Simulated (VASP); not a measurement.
# Si (a cell with a defect) in VASP: notebook, part 2 of 2

VASP 6.6.1. The steps go on from the part before.

## (3) Single point, LDA

File INCAR:

```
SYSTEM = Si
ALGO = Normal
EDIFF = 1E-6
ENCUT = 520
ISIF = 2
ISMEAR = 0
LASPH = .True.
LCHARG = .False.
LREAL = Auto
LWAVE = .False.
NBANDS = 83
NELECT = 122.0
NELM = 60
PREC = Accurate
SIGMA = 0.02
```

File KPOINTS:

```
Automatic mesh
0
Gamma
  2 2 2
  0.5 0.5 0.5
```

File POSCAR:

```
Si
1.0
   -5.4019422754     -5.4019422754      5.4019422754
    5.4019422754     -5.4019422754     -5.4019422754
    5.4019422754      5.4019422754      5.4019422754
Si
31
Direct
    0.2499999873      0.7499999618      0.6695376988
    0.0058105952      0.7500000543     -0.0054944127
    0.4986835036      0.5008629049      0.7505681833
    0.2499999873      0.5058105697     -0.0054945052
    0.0006823472      0.5006823217      0.2589098381
    0.7470134434      0.7499999618      0.2506457735
    0.4993176273      0.7499999618      0.5082274782
    0.0008629304     -0.0013164709      0.7505681833
    0.7529864802      0.2529865057      0.7536322664
    0.4991371367      0.2478206785     -0.0002947088
    0.2499999873      0.2470134689      0.2506457735
    0.0013164709      0.2521793886      0.5018846670
    0.7521793631      0.5013164454      0.5018846670
    0.7478206530     -0.0008628378     -0.0002947088
    0.4941893793     -0.0058105952      0.2386948868
    0.2499999873     -0.0006823472      0.5082274782
    0.0124760682      0.7499999618      0.7387795531
    0.4969055320      0.4971124020      0.5016465119
    0.2499999873      0.5124760427      0.7387795531
    0.0077692426      0.5077692171      0.0098214674
    0.7541747565      0.7500000543     -0.0002129790
    0.4922307319      0.7499999618      0.2520522121
   -0.0028875725     -0.0030944425      0.5016465119
    0.7458252596      0.2458252851      0.4956122934
    0.5028876396      0.2497931172      0.7545341642
    0.2499999873      0.2541746894     -0.0002129790
    0.0030944425      0.2502068573      0.2547409672
    0.7502068318      0.5030944171      0.2547409672
    0.7497931843      0.0028875725      0.7545341642
    0.4875239064     -0.0124761607     -0.0236965694
    0.2499999873     -0.0077692426      0.2520522121
```

Potentials or basis: VASP PAW LDA potentials, release 64 (Si).

The run is started by

```console
$ cat potpaw_LDA.64/Si/POTCAR > POTCAR
$ mpirun -np 1 vasp_std > vasp.out
```

OUTCAR:

```text
SYSTEM = Si
   EDIFF = 1E-6
   ENCUT = 520
   ISIF = 2
   ISMEAR = 0
   LASPH = .True.
   LREAL = Auto
   NELECT = 122.0
   NELM = 60
   PREC = Accurate

 ion  position               nearest neighbor table
   1  0.250  0.750  0.670-  30 2.51  19 2.51  17 2.51
   2  0.006  0.750  0.995-  31 2.32  20 2.32  21 2.37  17 2.41
   3  0.499  0.501  0.751-  18 2.31  19 2.33  21 2.35  25 2.37
   4  0.250  0.506  0.995-  22 2.32  20 2.32  26 2.37  19 2.41
   5  0.001  0.501  0.259-  27 2.34  28 2.34  20 2.38
   6  0.747  0.750  0.251-  28 2.33  23 2.33  21 2.37  22 2.39
   7  0.499  0.750  0.508-  18 2.34  29 2.34  22 2.38
[... 412 lines left out ...]
  Total      -28.9533819    -28.9533819    -28.9533819     -2.0792270     -2.0792270     -2.0792270
  in kB      -73.5698843    -73.5698843    -73.5698843     -5.2832686     -5.2832686     -5.2832686
  external PRESSURE =     -73.5698843 kB  Pullay stress =       0.0000000 kB

 VOLUME and BASIS-vectors are now :
 -----------------------------------------------------------------------------
  energy-cutoff  :      520.00
  volume of cell :      630.54
      direct lattice vectors                 reciprocal lattice vectors
    -5.401942275 -5.401942275  5.401942275     0.000000000 -0.092559301  0.092559301
     5.401942275 -5.401942275 -5.401942275     0.092559301 -0.092559301  0.000000000
     5.401942275  5.401942275  5.401942275     0.092559301  0.000000000  0.092559301

 POSITION                                       TOTAL-FORCE (eV/Angst)
 -----------------------------------------------------------------------------------
      6.31778     -1.78514      0.91583         0.453498      0.453498      0.453498
      9.39233      1.28942      1.35219        -0.015700     -0.015700     -0.050182
      4.06630     -1.34497      4.04275         0.005754      0.048280     -0.008901
      6.75414      1.28942      3.99039        -0.050182     -0.015700     -0.015700
      4.09959     -1.30973     -1.30236        -0.138002      0.042081     -0.138002
      1.37011     -6.73281      1.33784        -0.025975     -0.025975     -0.001801
[... 23 lines left out ...]
      7.97491     -2.69419      2.57296        -0.003854      0.006167     -0.003854
      5.37106     -5.34889     -2.64792        -0.034040     -0.061518     -0.061518
 -----------------------------------------------------------------------------------
    total drift:                               -0.001928     -0.001734     -0.001905

  FREE ENERGIE OF THE ION-ELECTRON SYSTEM (eV)
  ---------------------------------------------------
  free  energy   TOTEN  =      -191.6397794742 eV

  energy  without entropy=     -191.6397794742  energy(sigma->0) =     -191.63977947
```

Wall time 82 s (1 thread of AMD EPYC 9R45 (Zen 5), shared host); peak memory 0.46 GiB.

Results:

* Free energy: -191.6398 eV
* Largest force: 0.785 eV/Å

Forces on the atoms (eV/Å):
```
Si   0.453  0.453  0.453
Si  -0.016 -0.016 -0.050
Si   0.006  0.048 -0.009
Si  -0.050 -0.016 -0.016
Si  -0.138  0.042 -0.138
Si  -0.026 -0.026 -0.002
Si  -0.138 -0.138  0.042
Si  -0.009  0.048  0.006
Si  -0.026 -0.002 -0.026
Si  -0.009  0.006  0.048
Si  -0.002 -0.026 -0.026
Si   0.006 -0.009  0.048
Si   0.048 -0.009  0.006
Si   0.048  0.006 -0.009
Si  -0.016 -0.050 -0.016
Si   0.042 -0.138 -0.138
Si  -0.004 -0.004  0.006
Si  -0.033  0.028  0.007
Si   0.006 -0.004 -0.004
Si  -0.062 -0.034 -0.062
Si  -0.001 -0.001 -0.019
Si  -0.062 -0.062 -0.034
Si   0.007  0.028 -0.033
Si  -0.001 -0.019 -0.001
Si   0.007 -0.033  0.028
Si  -0.019 -0.001 -0.001
Si  -0.033  0.007  0.028
Si   0.028  0.007 -0.033
Si   0.028 -0.033  0.007
Si  -0.004  0.006 -0.004
Si  -0.034 -0.062 -0.062
```

Caveat: the cell carries a net charge on a neutralising background, which shifts energy and pressure; the cell is charged against a uniform background, so pressure and absolute levels hang on convention.
